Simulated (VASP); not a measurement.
# Al (Im-3m) in VASP: further runs

Al is run at these levels: BLYP; tasks: single point.

Everything below comes from runs of VASP 6.6.1. Logs are shortened: lines on timing, memory, paths and dates and some standing lists are left out, and cuts for length are marked.

**1. The cell of the first run**

It takes space group Im-3m (No. 229, cubic). Conventional cell: a = 3.313 Å, b = 3.313 Å, c = 3.313 Å, α = 90.00°, β = 90.00°, γ = 90.00°. Within 3.8 Å of Al (site symmetry m-3m) lie 14 Al at 2.87 to 3.31 Å.

**2. Single point, BLYP**

INCAR

```
PREC = Accurate ; ENCUT = 520
EDIFF = 1E-6 ; ISMEAR = -1
SIGMA = 0.1 ; LREAL = F
LASPH = T ; NELM = 100
ALGO = Normal ; ISIF = 2
LWAVE = F ; LCHARG = F
GGA = B5 ; ALDAX = 1.0
AGGAX = 1.0 ; AGGAC = 1.0
ALDAC = 0.0 ; NBANDS = 8
```

KPOINTS

```
regular mesh
0
Gamma
  14 14 14
```

POSCAR

```
Al
1.0
   -1.6567365684      1.6567365684      1.6567365684
    1.6567365684     -1.6567365684      1.6567365684
    1.6567365684      1.6567365684     -1.6567365684
Al
1
Direct
    0.0000000000      0.0000000000      0.0000000000
```

Potentials or basis: VASP PAW PBE potentials, release 64 (Al).

On the command line:

```bash
$ cat potpaw_PBE.64/Al/POTCAR > POTCAR
$ mpirun -np 1 vasp_std > vasp.out
```

OUTCAR:

```text
PREC = Accurate
   ENCUT = 520
   EDIFF = 1E-6
   ISMEAR = -1
   LREAL = F
   LASPH = T
   NELM = 100
   ISIF = 2
   GGA = B5

 ion  position               nearest neighbor table
   1  0.000  0.000  0.000-

  LATTYP: Found a body centered cubic cell.
 ALAT       =     3.3134731368

  Lattice vectors:

 A1 = (  -1.6567365684,   1.6567365684,   1.6567365684)
 A2 = (   1.6567365684,  -1.6567365684,   1.6567365684)
 A3 = (   1.6567365684,   1.6567365684,  -1.6567365684)

Analysis of symmetry for initial positions (statically):
=====================================================================
 Subroutine PRICEL returns:
 Original cell was already a primitive cell.

 Routine SETGRP: Setting up the symmetry group for a
 body centered cubic supercell.

 Subroutine GETGRP returns: Found 48 space group operations
 (whereof 48 operations were pure point group operations)
 out of a pool of 48 trial point group operations.

The static configuration has the point symmetry O_h .

Analysis of symmetry for dynamics (positions and initial velocities):
=====================================================================
 Subroutine PRICEL returns:
 Original cell was already a primitive cell.

 Routine SETGRP: Setting up the symmetry group for a
 body centered cubic supercell.

 Subroutine GETGRP returns: Found 48 space group operations
 (whereof 48 operations were pure point group operations)
 out of a pool of 48 trial point group operations.

The dynamic configuration has the point symmetry O_h .

 Subroutine INISYM returns: Found 48 space group operations
 (whereof 48 operations are pure point group operations),
 and found     1 'primitive' translations

----------------------------------------------------------------------------------------

                                     Primitive cell

  volume of cell :      18.1895

  direct lattice vectors                    reciprocal lattice vectors
    -1.656736568  1.656736568  1.656736568     0.000000000  0.301798131  0.301798131
     1.656736568 -1.656736568  1.656736568     0.301798131  0.000000000  0.301798131
     1.656736568  1.656736568 -1.656736568     0.301798131  0.301798131  0.000000000

  length of vectors
     2.869551911  2.869551911  2.869551911     0.426807010  0.426807010  0.426807010

  position of ions in fractional coordinates (direct lattice)
     0.000000000  0.000000000  0.000000000

  ion indices of the primitive-cell ions
   primitive index   ion index
                 1           1

----------------------------------------------------------------------------------------

 KPOINTS: regular mesh

Automatic generation of k-mesh.
 Grid dimensions read from file:
 generate k-points for:   14   14   14

 Generating k-lattice:

  Cartesian coordinates                     Fractional coordinates (reciprocal lattice)
     0.000000000  0.021557009  0.021557009     0.071428571  0.000000000  0.000000000
     0.021557009  0.000000000  0.021557009     0.000000000  0.071428571  0.000000000
     0.021557009  0.021557009  0.000000000     0.000000000  0.000000000  0.071428571

  Length of vectors
     0.030486215  0.030486215  0.030486215

  Shift w.r.t. Gamma in fractional coordinates (k-lattice)
     0.000000000  0.000000000  0.000000000

 Subroutine IBZKPT returns following result:
 ===========================================

 Found    104 irreducible k-points:

 Following reciprocal coordinates:
            Coordinates               Weight
  0.000000  0.000000  0.000000      1.000000
  0.071429  0.000000  0.000000     12.000000
  0.142857  0.000000  0.000000     12.000000
  0.214286  0.000000  0.000000     12.000000
  0.285714  0.000000  0.000000     12.000000
  0.357143  0.000000  0.000000     12.000000
[... 16 lines left out ...]
  0.285714  0.285714  0.000000     24.000000
  0.357143  0.285714  0.000000     24.000000
 [... further k-points ...]
   k-points           NKPTS =    104   k-points in BZ     NKDIM =    104   number of bands    NBANDS=      8
   number of dos      NEDOS =    301   number of ions     NIONS =      1
   total plane-waves  NPLWV =  13824
   dimension x,y,z NGX =    24 NGY =   24 NGZ =   24
   dimension x,y,z NGXF=    48 NGYF=   48 NGZF=   48
   ions per type =               1
   NGX,Y,Z   is equivalent  to a cutoff of  13.90, 13.90, 13.90 a.u.
   NGXF,Y,Z  is equivalent  to a cutoff of  27.81, 27.81, 27.81 a.u.
 SYSTEM =  unknown system
   PREC   = accura    normal or accurate (medium, high low for compatibility)
   ISTART =      0    job   : 0-new  1-cont  2-samecut
   ICHARG =      2    charge: 1-file 2-atom 10-const
   ISPIN  =      1    spin polarized calculation?
   LNONCOLLINEAR =      F non collinear calculations
   LSORBIT =      F    spin-orbit coupling
   LASPH  =      T    aspherical Exc in radial PAW
   ENCUT  =  520.0 eV  38.22 Ry    6.18 a.u.   5.34  5.34  5.34*2*pi/ulx,y,z
   NELM   =    100;   NELMIN=  2; NELMDL= -5     # of ELM steps
   EDIFF  = 0.1E-05   stopping-criterion for ELM
   LREAL  =      F    real-space projection
   EDIFFG = 0.1E-04   stopping-criterion for IOM
   NSW    =      0    number of steps for IOM
   IBRION =     -1    ionic relax: 0-MD 1-quasi-New 2-CG
   NFREE  =      0    steps in history (QN), initial steepest desc. (CG)
   ISIF   =      2    stress and relaxation
   ISYM   =      2    0-nonsym 1-usesym 2-fastsym
   POTIM  = 0.5000    time-step for ionic-motion
   TEBEG  =    0.0;   TEEND  =   0.0 temperature during run
   PSTRESS=    0.0 pullay stress
   NELECT =       3.0000    total number of electrons
   NUPDOWN=      -1.0000    fix difference up-down
   EMIN   =  10.00;   EMAX   =-10.00  energy-range for DOS
   EFERMI =   0.00;   METHOD = LEGACY
   ISMEAR =    -1;   SIGMA  =   0.10  broadening in eV -4-tet -1-fermi 0-gaus
   EFERMI_NEDOS =   21; number of points for ismear=-14 and -15
   IALGO  =     38    algorithm
   IMIX   =      4    mixing-type and parameters
     AMIX     =   0.40;   BMIX     =  1.00
     AMIX_MAG =   1.60;   BMIX_MAG =  1.00
  volume/ion in A,a.u.               =      18.19       122.75
  Fermi-wavevector in a.u.,A,eV,Ry     =   0.897791  1.696579 10.966680  0.806028
  Thomas-Fermi vector in A             =   2.020419
   LORBIT       =      0    0 simple, 1 ext, 2 COOP (PROOUT), +10 PAW based schemes
   GGA     = B5    functional components
   LHFCALC =     F    Hartree Fock is set to
   AEXX    =    0.0000 exact exchange contribution
   IVDW    =     0    specifies the selected vdW correction
   LEPSILON=     F    determine dielectric tensor
   LRPA    =     F    only Hartree local field effects (RPA)
 non-spin polarized calculation
  energy-cutoff  :      520.00
  volume of cell :       18.19
 maximum number of plane-waves:       498
 NGX is ok and might be reduce to    24
   NGX = 11   NGY = 11   NGZ = 11

 number of electron       3.0000000 magnetization

 Free energy of the ion-electron system (eV)
  ---------------------------------------------------
  ext. energy  EPLUGINS =         0.00000000
  ---------------------------------------------------
  free energy    TOTEN  =        -2.63393245 eV

  energy without entropy =       -2.62229306  energy(sigma->0) =       -2.62811276

 E-fermi :   7.4633     XC(G=0):  -9.3162

 val. band max:        7.2887288723   @ k =   0.2857   0.1429   0.0714
 cond. band min:       7.5302832024   @ k =  -0.3571   0.4286   0.1429
 fundamental gap:      0.2415543302
 Fermi energy:         7.4633453261

 k-point     1 :       0.0000    0.0000    0.0000
  band No.  band energies     occupation
      1      -2.9621      2.00000
      2      20.0866      0.00000
      3      20.0866      0.00000
      4      20.0866      0.00000
      5      20.5052      0.00000
      6      20.5052      0.00000
      7      20.5052      0.00000
      8      23.1996      0.00000

 k-point     2 :       0.0714    0.0000    0.0000
  band No.  band energies     occupation
      1      -2.8247      2.00000
      2      18.2032      0.00000
      3      18.8020      0.00000
      4      19.5879      0.00000
      5      20.1778      0.00000
      6      21.4109      0.00000
      7      22.0200      0.00000
      8      22.2726      0.00000

 k-point     3 :       0.1429    0.0000    0.0000
  band No.  band energies     occupation
      1      -2.4133      2.00000
      2      15.5532      0.00000
      3      17.5602      0.00000
      4      18.5801      0.00000
      5      19.4015      0.00000
      6      20.7718      0.00000
      7      22.6929      0.00000
      8      23.1744      0.00000

 k-point     4 :       0.2143    0.0000    0.0000
  band No.  band energies     occupation
      1      -1.7300      2.00000
      2      12.8249      0.00000
      3      16.5449      0.00000
      4      17.5629      0.00000
      5      18.5434      0.00000
      6      19.8714      0.00000
      7      23.6006      0.00000
      8      23.6241      0.00000

 k-point     5 :       0.2857    0.0000    0.0000
  band No.  band energies     occupation
      1      -0.7783      2.00000
      2      10.2189      0.00000
      3      15.7575      0.00000
      4      16.7106      0.00000
      5      17.8006      0.00000
      6      19.1197      0.00000
      7      24.3456      0.00000
      8      24.6608      0.00000

 k-point     6 :       0.3571    0.0000    0.0000
  band No.  band energies     occupation
      1       0.4371      2.00000
      2       7.8020      0.06545
      3      15.1968      0.00000
      4      16.0814      0.00000
      5      17.2458      0.00000
      6      18.5544      0.00000
      7      25.2858      0.00000
      8      25.8778      0.00000

 k-point     7 :       0.4286    0.0000    0.0000
  band No.  band energies     occupation
      1       1.9103      2.00000
      2       5.6023      2.00000
      3      14.8611      0.00000
      4      15.6980      0.00000
      5      16.9061      0.00000
      6      18.2037      0.00000
      7      26.3525      0.00000
      8      27.1547      0.00000

 k-point     8 :       0.5000    0.0000    0.0000
  band No.  band energies     occupation
      1       3.6089      2.00000
      2       3.6608      2.00000
      3      14.7494      0.00000
      4      15.5693      0.00000
      5      16.7920      0.00000
      6      18.0848      0.00000
      7      27.0379      0.00000
      8      27.9066      0.00000

 k-point     9 :       0.0714    0.0714    0.0000
  band No.  band energies     occupation
      1      -2.5503      2.00000
      2      16.8714      0.00000
      3      17.0222      0.00000
      4      18.4884      0.00000
      5      20.4111      0.00000
      6      21.3877      0.00000
      7      22.0537      0.00000
      8      22.8643      0.00000

 k-point    10 :       0.1429    0.0714    0.0000
  band No.  band energies     occupation
      1      -2.0030      2.00000
      2      14.2623      0.00000
      3      15.7994      0.00000
      4      17.4439      0.00000
      5      19.8566      0.00000
      6      20.9180      0.00000
      7      22.4029      0.00000
      8      24.0225      0.00000
[... 78 lines left out ...]
 k-point    18 :       0.3571    0.1429    0.0000
  band No.  band energies     occupation
      1       2.3099      2.00000
      2       5.9926      2.00000
      3      11.3220      0.00000
      4      14.7680      0.00000
      5      18.7932      0.00000
      6      21.6210      0.00000
      7      24.3785      0.00000
      8      27.0378      0.00000

 k-point    19 :       0.4286    0.1429    0.0000
  band No.  band energies     occupation
      1       3.9933      2.00000
      2       4.0674      2.00000
      3      11.1971      0.00000
      4      14.6495      0.00000
      5      18.6757      0.00000
      6      21.6142      0.00000
      7      25.3152      0.00000
      8      26.0831      0.00000

 k-point    20 :       0.2143    0.2143    0.0000
  band No.  band energies     occupation
      1       0.7061      2.00000
      2       9.7444      0.00000
      3       9.9286      0.00000
      4      15.0302      0.00000
      5      20.5188      0.00000
      6      20.6518      0.00000
      7      25.3092      0.00000
      8      25.5914      0.00000

 k-point    21 :       0.2857    0.2143    0.0000
  band No.  band energies     occupation
      1       2.0437      2.00000
      2       7.5405      0.63210
      3       9.3355      0.00000
      4      14.5666      0.00000
      5      20.1734      0.00000
      6      21.6627      0.00000
      7      24.9889      0.00000
      8      26.6520      0.00000

 k-point    22 :       0.3571    0.2143    0.0000
  band No.  band energies     occupation
      1       3.6338      2.00000
      2       5.4723      2.00000
      3       9.0792      0.00000
      4      14.3313      0.00000
      5      19.9551      0.00000
      6      22.7549      0.00000
      7      24.3558      0.00000
      8      26.3681      0.00000

 k-point    23 :       0.2857    0.2857    0.0000
  band No.  band energies     occupation
      1       3.5021      2.00000
      2       7.0667      1.96281
      3       7.2540      1.78062
      4      14.2212      0.00000
      5      21.3730      0.00000
      6      21.5093      0.00000
      7      24.4482      0.00000
      8      27.6584      0.00000

 k-point    24 :       0.3571    0.2857    0.0000
  band No.  band energies     occupation
      1       5.1464      2.00000
      2       5.2711      2.00000
      3       7.0377      1.97206
      4      14.1045      0.00000
      5      21.3430      0.00000
      6      22.7271      0.00000
      7      23.1057      0.00000
      8      28.2375      0.00000

 [... further k-points ...]
[... 5 lines left out ...]
  --------------------------------------------------------------------------------------
  -------------------------------------------------------------------------------------
  Total        0.0102040      0.0102040      0.0102040     -0.0000000     -0.0000000      0.0000000
  in kB        0.8987933      0.8987933      0.8987933     -0.0000000     -0.0000000      0.0000000
  external PRESSURE =       0.8987933 kB  Pullay stress =       0.0000000 kB

 VOLUME and BASIS-vectors are now :
 -----------------------------------------------------------------------------
  energy-cutoff  :      520.00
  volume of cell :       18.19
      direct lattice vectors                 reciprocal lattice vectors
    -1.656736568  1.656736568  1.656736568     0.000000000  0.301798131  0.301798131
     1.656736568 -1.656736568  1.656736568     0.301798131  0.000000000  0.301798131
     1.656736568  1.656736568 -1.656736568     0.301798131  0.301798131  0.000000000

 POSITION                                       TOTAL-FORCE (eV/Angst)
 -----------------------------------------------------------------------------------
      0.00000      0.00000      0.00000        -0.000000      0.000000      0.000000
 -----------------------------------------------------------------------------------
    total drift:                               -0.000000     -0.000000     -0.000000

  FREE ENERGIE OF THE ION-ELECTRON SYSTEM (eV)
  ---------------------------------------------------
  free  energy   TOTEN  =        -2.6339324493 eV

  energy  without entropy=       -2.6222930611  energy(sigma->0) =       -2.62811276
```

Run time: 11 s. Hardware: 1 thread of AMD EPYC 9R45 (Zen 5), shared host; peak memory 0.1 GiB.

What came out:

| Item | Value |
| --- | --- |
| Free energy | -2.6339 eV |
| Pressure | 0.1 GPa |

Caveat: the PAW data sets were made with another functional, which shifts forces and pressure a little.

(Continued in part 2 of 2.)
